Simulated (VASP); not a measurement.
# Na3Be2GaSb3 (P6/mmm) in VASP: a series of runs

Na3Be2GaSb3 is run at these levels: PBE; tasks: single point.

Everything below comes from runs of VASP 6.6.1. Logs are shortened: lines on timing, memory, paths and dates and some standing lists are left out, and cuts for length are marked.

## (1) The cell of the first run

The structure is hexagonal, space group P6/mmm (No. 191). Conventional cell: a = 8.013 Å, b = 8.013 Å, c = 5.936 Å, α = 90.00°, β = 90.00°, γ = 120.00°. Na (site symmetry mmm) has 2 Sb at 2.97 Å and 4 Be at 3.76 Å within 3.9 Å. Be (site symmetry -6m2) has 3 Sb at 2.31 Å within 3.1 Å. Within 5.3 Å of Ga (site symmetry 6/mmm) lie 6 Na at 4.01 Å and 12 Sb at 4.99 Å. Sb (site symmetry mmm) has 2 Be at 2.31 Å and 2 Na at 2.97 Å within 3.1 Å.

## (2) Single point, PBE

Input file INCAR:

```
PREC = Accurate
ENCUT = 520
EDIFF = 1E-6
ISMEAR = 0
SIGMA = 0.1
LREAL = F
LASPH = T
NELM = 80
ALGO = Fast
ISIF = 2
LWAVE = F
LCHARG = F
GGA = PE
NBANDS = 36
```

Input file KPOINTS:

```
Automatic mesh
0
Gamma
  3 3 4
```

Input file POSCAR:

```
Na3Be2GaSb3
1.0
    8.0131061638     -0.0000000037      0.0000000000
   -4.0065530787      6.9395535029      0.0000000000
    0.0000000000      0.0000000000      5.9356773559
Na Be Ga Sb
3 2 1 3
Direct
    0.5000000000      0.0000000000      0.5000000000
    0.0000000000      0.5000000000      0.5000000000
    0.5000000000      0.5000000000      0.5000000000
    0.3333333333      0.6666666667      0.0000000000
    0.6666666667      0.3333333333      0.0000000000
    0.0000000000      0.0000000000      0.5000000000
    0.5000000000      0.0000000000      0.0000000000
    0.0000000000      0.5000000000      0.0000000000
    0.5000000000      0.5000000000      0.0000000000
```

Potentials or basis: VASP PAW PBE potentials, release 64 (Na_pv, Be, Ga_d, Sb).

The run is started by

```sh
> cat potpaw_PBE.64/Na_pv/POTCAR potpaw_PBE.64/Be/POTCAR potpaw_PBE.64/Ga_d/POTCAR potpaw_PBE.64/Sb/POTCAR > POTCAR
> mpirun -np 1 vasp_std > vasp.out
```

OUTCAR:

```text
PREC = Accurate
   ENCUT = 520
   EDIFF = 1E-6
   ISMEAR = 0
   LREAL = F
   LASPH = T
   NELM = 80
   ISIF = 2
   GGA = PE

 ion  position               nearest neighbor table
   1  0.500  0.000  0.500-   7 2.97   7 2.97
   2  0.000  0.500  0.500-   8 2.97   8 2.97
   3  0.500  0.500  0.500-   9 2.97   9 2.97
   4  0.333  0.667  0.000-   7 2.31   8 2.31   9 2.31
   5  0.667  0.333  0.000-   7 2.31   8 2.31   9 2.31
   6  0.000  0.000  0.500-
   7  0.500  0.000  0.000-   4 2.31   5 2.31   1 2.97   1 2.97
   8  0.000  0.500  0.000-   4 2.31   5 2.31   2 2.97   2 2.97
   9  0.500  0.500  0.000-   4 2.31   5 2.31   3 2.97   3 2.97

  LATTYP: Found a hexagonal cell.
 ALAT       =     8.0131061638
 C/A-ratio  =     0.7407461270

  Lattice vectors:

 A1 = (   8.0131061638,  -0.0000000037,   0.0000000000)
 A2 = (  -4.0065530787,   6.9395535029,   0.0000000000)
 A3 = (   0.0000000000,   0.0000000000,   5.9356773559)

Analysis of symmetry for initial positions (statically):
=====================================================================
 Subroutine PRICEL returns:
 Original cell was already a primitive cell.

 Routine SETGRP: Setting up the symmetry group for a
 hexagonal supercell.

 Subroutine GETGRP returns: Found 24 space group operations
 (whereof 24 operations were pure point group operations)
 out of a pool of 24 trial point group operations.

The static configuration has the point symmetry D_6h.

Analysis of symmetry for dynamics (positions and initial velocities):
=====================================================================
 Subroutine PRICEL returns:
 Original cell was already a primitive cell.

 Routine SETGRP: Setting up the symmetry group for a
 hexagonal supercell.

 Subroutine GETGRP returns: Found 24 space group operations
 (whereof 24 operations were pure point group operations)
 out of a pool of 24 trial point group operations.

The dynamic configuration has the point symmetry D_6h.

 Subroutine INISYM returns: Found 24 space group operations
 (whereof 24 operations are pure point group operations),
 and found     1 'primitive' translations

----------------------------------------------------------------------------------------

                                     Primitive cell

  volume of cell :     330.0675

  direct lattice vectors                    reciprocal lattice vectors
     8.013106164 -0.000000004  0.000000000     0.124795551  0.072050745  0.000000000
    -4.006553079  6.939553503  0.000000000     0.000000000  0.144101490  0.000000000
     0.000000000  0.000000000  5.935677356     0.000000000  0.000000000  0.168472769

  length of vectors
     8.013106164  8.013106164  5.935677356     0.144101490  0.144101490  0.168472769

  position of ions in fractional coordinates (direct lattice)
     0.500000000  0.000000000  0.500000000
     1.000000000  0.500000000  0.500000000
     0.500000000  0.500000000  0.500000000
     0.333333333  0.666666667  0.000000000
     0.666666667  0.333333333  0.000000000
     0.000000000  0.000000000  0.500000000
     0.500000000  0.000000000  0.000000000
     1.000000000  0.500000000  0.000000000
     0.500000000  0.500000000  0.000000000

  ion indices of the primitive-cell ions
   primitive index   ion index
                 1           1
                 2           2
                 3           3
                 4           4
                 5           5
                 6           6
                 7           7
                 8           8
                 9           9

----------------------------------------------------------------------------------------

 KPOINTS: Automatic mesh

Automatic generation of k-mesh.
 Grid dimensions read from file:
 generate k-points for:    3    3    4

 Generating k-lattice:

  Cartesian coordinates                     Fractional coordinates (reciprocal lattice)
     0.041598517  0.024016915  0.000000000     0.333333333  0.000000000  0.000000000
     0.000000000  0.048033830  0.000000000     0.000000000  0.333333333  0.000000000
     0.000000000  0.000000000  0.042118192     0.000000000  0.000000000  0.250000000

  Length of vectors
     0.048033830  0.048033830  0.042118192

  Shift w.r.t. Gamma in fractional coordinates (k-lattice)
     0.000000000  0.000000000  0.000000000

 Subroutine IBZKPT returns following result:
 ===========================================

 Found      9 irreducible k-points:

 Following reciprocal coordinates:
            Coordinates               Weight
  0.000000  0.000000  0.000000      1.000000
  0.333333 -0.000000  0.000000      6.000000
  0.333333  0.333333  0.000000      2.000000
  0.000000  0.000000  0.250000      2.000000
  0.333333 -0.000000  0.250000     12.000000
  0.333333  0.333333  0.250000      4.000000
  0.000000  0.000000  0.500000      1.000000
  0.333333 -0.000000  0.500000      6.000000
  0.333333  0.333333  0.500000      2.000000
   k-points           NKPTS =      9   k-points in BZ     NKDIM =      9   number of bands    NBANDS=     36
   number of dos      NEDOS =    301   number of ions     NIONS =      9
   total plane-waves  NPLWV = 172800
   dimension x,y,z NGX =    60 NGY =   60 NGZ =   48
   dimension x,y,z NGXF=   120 NGYF=  120 NGZF=   96
   ions per type =               3   2   1   3
   NGX,Y,Z   is equivalent  to a cutoff of  12.45, 12.45, 13.44 a.u.
   NGXF,Y,Z  is equivalent  to a cutoff of  24.90, 24.90, 26.89 a.u.
 SYSTEM =  unknown system
   PREC   = accura    normal or accurate (medium, high low for compatibility)
   ISTART =      0    job   : 0-new  1-cont  2-samecut
   ICHARG =      2    charge: 1-file 2-atom 10-const
   ISPIN  =      1    spin polarized calculation?
   LNONCOLLINEAR =      F non collinear calculations
   LSORBIT =      F    spin-orbit coupling
   LASPH  =      T    aspherical Exc in radial PAW
   ENCUT  =  520.0 eV  38.22 Ry    6.18 a.u.  14.90 14.90 11.04*2*pi/ulx,y,z
   NELM   =     80;   NELMIN=  2; NELMDL= -5     # of ELM steps
   EDIFF  = 0.1E-05   stopping-criterion for ELM
   LREAL  =      F    real-space projection
   EDIFFG = 0.1E-04   stopping-criterion for IOM
   NSW    =      0    number of steps for IOM
   IBRION =     -1    ionic relax: 0-MD 1-quasi-New 2-CG
   NFREE  =      0    steps in history (QN), initial steepest desc. (CG)
   ISIF   =      2    stress and relaxation
   ISYM   =      2    0-nonsym 1-usesym 2-fastsym
   POTIM  = 0.5000    time-step for ionic-motion
   TEBEG  =    0.0;   TEEND  =   0.0 temperature during run
   PSTRESS=    0.0 pullay stress
   NELECT =      53.0000    total number of electrons
   NUPDOWN=      -1.0000    fix difference up-down
   EMIN   =  10.00;   EMAX   =-10.00  energy-range for DOS
   EFERMI =   0.00;   METHOD = LEGACY
   ISMEAR =     0;   SIGMA  =   0.10  broadening in eV -4-tet -1-fermi 0-gaus
   EFERMI_NEDOS =   21; number of points for ismear=-14 and -15
   IALGO  =     68    algorithm
   IMIX   =      4    mixing-type and parameters
     AMIX     =   0.40;   BMIX     =  1.00
     AMIX_MAG =   1.60;   BMIX_MAG =  1.00
  volume/ion in A,a.u.               =      36.67       247.49
  Fermi-wavevector in a.u.,A,eV,Ry     =   0.889814  1.681505 10.772670  0.791769
  Thomas-Fermi vector in A             =   2.011423
   LORBIT       =      0    0 simple, 1 ext, 2 COOP (PROOUT), +10 PAW based schemes
   GGA     = PE    functional components
   LHFCALC =     F    Hartree Fock is set to
   AEXX    =    0.0000 exact exchange contribution
   IVDW    =     0    specifies the selected vdW correction
   LEPSILON=     F    determine dielectric tensor
   LRPA    =     F    only Hartree local field effects (RPA)
 non-spin polarized calculation
 RMM-DIIS sequential band-by-band and
 Gauss-broadening in eV      SIGMA  =   0.10
  energy-cutoff  :      520.00
  volume of cell :      330.07
 maximum number of plane-waves:      8916
 NGX is ok and might be reduce to    60
   NGX = 29   NGY = 29   NGZ = 23

 number of electron      52.9999975 magnetization

 Free energy of the ion-electron system (eV)
  ---------------------------------------------------
  ext. energy  EPLUGINS =         0.00000000
  ---------------------------------------------------
  free energy    TOTEN  =       -23.43784957 eV

  energy without entropy =      -23.42824675  energy(sigma->0) =      -23.43304816

 E-fermi :   1.6602     XC(G=0):  -6.9903

 val. band max:        1.5641529244   @ k =   0.0000   0.0000   0.5000
 cond. band min:       1.7264099353   @ k =   0.3333   0.3333   0.0000
 fundamental gap:      0.1622570109
 Fermi energy:         1.6601884103

 k-point     1 :       0.0000    0.0000    0.0000
  band No.  band energies     occupation
      1     -23.2580      2.00000
      2     -23.2489      2.00000
      3     -23.2489      2.00000
      4     -23.2338      2.00000
      5     -23.2337      2.00000
      6     -23.2303      2.00000
[... 28 lines left out ...]
     35       5.3442      0.00000
     36       5.3743      0.00000

 k-point     2 :       0.3333   -0.0000    0.0000
  band No.  band energies     occupation
      1     -23.2560      2.00000
      2     -23.2506      2.00000
      3     -23.2486      2.00000
      4     -23.2341      2.00000
      5     -23.2333      2.00000
      6     -23.2311      2.00000
[... 28 lines left out ...]
     35       5.3309      0.00000
     36       5.4677      0.00000

 k-point     3 :       0.3333    0.3333    0.0000
  band No.  band energies     occupation
      1     -23.2533      2.00000
      2     -23.2533      2.00000
      3     -23.2483      2.00000
      4     -23.2343      2.00000
      5     -23.2322      2.00000
      6     -23.2322      2.00000
[... 28 lines left out ...]
     35       4.3708      0.00000
     36       5.5228      0.00000
[... 157 lines left out ...]
 k-point     8 :       0.3333   -0.0000    0.5000
  band No.  band energies     occupation
      1     -23.2560      2.00000
      2     -23.2505      2.00000
      3     -23.2485      2.00000
      4     -23.2340      2.00000
      5     -23.2332      2.00000
      6     -23.2311      2.00000
[... 28 lines left out ...]
     35       5.4012      0.00000
     36       6.0696      0.00000

 k-point     9 :       0.3333    0.3333    0.5000
  band No.  band energies     occupation
      1     -23.2532      2.00000
      2     -23.2532      2.00000
      3     -23.2483      2.00000
      4     -23.2343      2.00000
      5     -23.2322      2.00000
      6     -23.2322      2.00000
[... 28 lines left out ...]
     35       5.2656      0.00000
     36       5.7414      0.00000

------------------------ aborting loop because EDIFF is reached ----------------------------------------

  FORCE on cell =-STRESS in cart. coord.  units (eV):
  Direction    XX          YY          ZZ          XY          YZ          ZX
  --------------------------------------------------------------------------------------
  -------------------------------------------------------------------------------------
  Total        0.7673299      0.7673299      0.2041803     -0.0000000      0.0000000      0.0000000
  in kB        3.7246889      3.7246889      0.9911096     -0.0000000      0.0000000      0.0000000
  external PRESSURE =       2.8134958 kB  Pullay stress =       0.0000000 kB

 VOLUME and BASIS-vectors are now :
 -----------------------------------------------------------------------------
  energy-cutoff  :      520.00
  volume of cell :      330.07
      direct lattice vectors                 reciprocal lattice vectors
     8.013106164 -0.000000004  0.000000000     0.124795551  0.072050745  0.000000000
    -4.006553079  6.939553503  0.000000000     0.000000000  0.144101490  0.000000000
     0.000000000  0.000000000  5.935677356     0.000000000  0.000000000  0.168472769

 POSITION                                       TOTAL-FORCE (eV/Angst)
 -----------------------------------------------------------------------------------
      4.00655     -0.00000      2.96784         0.000000     -0.000000      0.000000
     -2.00328      3.46978      2.96784         0.000000     -0.000000      0.000000
      2.00328      3.46978      2.96784         0.000000     -0.000000      0.000000
      0.00000      4.62637      0.00000        -0.000000      0.000000     -0.000000
      4.00655      2.31318      0.00000         0.000000     -0.000000      0.000000
      0.00000      0.00000      2.96784         0.000000     -0.000000      0.000000
      4.00655     -0.00000      0.00000         0.000000     -0.000000      0.000000
     -2.00328      3.46978      0.00000         0.000000     -0.000000      0.000000
      2.00328      3.46978      0.00000         0.000000     -0.000000      0.000000
 -----------------------------------------------------------------------------------
    total drift:                                0.000000      0.000000      0.000000

  FREE ENERGIE OF THE ION-ELECTRON SYSTEM (eV)
  ---------------------------------------------------
  free  energy   TOTEN  =       -23.4378495744 eV

  energy  without entropy=      -23.4282467472  energy(sigma->0) =      -23.43304816
```

It took 4.1 min on 1 thread of Intel Xeon 8259CL, shared host; peak memory 0.48 GiB.

What came out:

```
Free energy : -23.4378 eV
Pressure    : 0.3 GPa
```

Caveat: spin-orbit coupling is left out, which moves the levels of the heavy elements.

## (3) Single point, PBE

This run uses another cell than the first one, of 23.75 Å³/atom, 0.648 times its volume.

Input file INCAR:

```
PREC = Accurate
ENCUT = 520
EDIFF = 1E-6
ISMEAR = 0
SIGMA = 0.1
LREAL = F
LASPH = T
NELM = 60
ALGO = Fast
ISIF = 2
LWAVE = F
LCHARG = T
GGA = PE
LELF = T
LVHAR = T
NBANDS = 36
```

KPOINTS is that of step 2.

Input file POSCAR:

```
Na3Be2GaSb3
1.0
    6.2199669100      0.0000000000      0.0000000000
   -3.1099834500      5.3866493500      0.0000000000
    0.0000000000      0.0000000000      6.3807220100
Na Be Ga Sb
3 2 1 3
Direct
    0.5000000000      0.0000000000      0.5000000000
    0.0000000000      0.5000000000      0.5000000000
    0.5000000000      0.5000000000      0.5000000000
    0.3333333300      0.6666666700      0.0000000000
    0.6666666700      0.3333333300      0.0000000000
    0.0000000000      0.0000000000      0.5000000000
    0.5000000000      0.0000000000      0.0000000000
    0.0000000000      0.5000000000      0.0000000000
    0.5000000000      0.5000000000      0.0000000000
```

Potentials or basis: VASP PAW PBE potentials, release 64 (Na_pv, Be, Ga_d, Sb).

The run is started by

```sh
> cat potpaw_PBE.64/Na_pv/POTCAR potpaw_PBE.64/Be/POTCAR potpaw_PBE.64/Ga_d/POTCAR potpaw_PBE.64/Sb/POTCAR > POTCAR
> mpirun -np 1 vasp_std > vasp.out
```

It took 3 min on 1 thread of Intel Xeon 8259CL, shared host; peak memory 0.37 GiB.

It converged, with:

```
Free energy : -9.9311 eV
Pressure    : 31.6 GPa
```

Stress tensor (GPa, compression positive):
```
47.56  0.00  0.00
 0.00 47.56  0.00
 0.00  0.00 -0.36
```

Levels at points of the mesh, in eV from the Fermi level:
```tsv
k point	band 23	band 24	band 25	band 26	band 27	band 28	band 29	band 30
(0.00, 0.00, 0.00)	-0.44	-0.44	0.09	0.09	0.23	0.25	1.44	1.69
(0.00, 0.00, 0.50)	-0.80	-0.80	-0.22	0.03	0.03	0.37	1.19	1.19
```

Caveat: the k points lie up to 0.39 Å⁻¹ apart; spin-orbit coupling is left out, which moves the levels of the heavy elements.
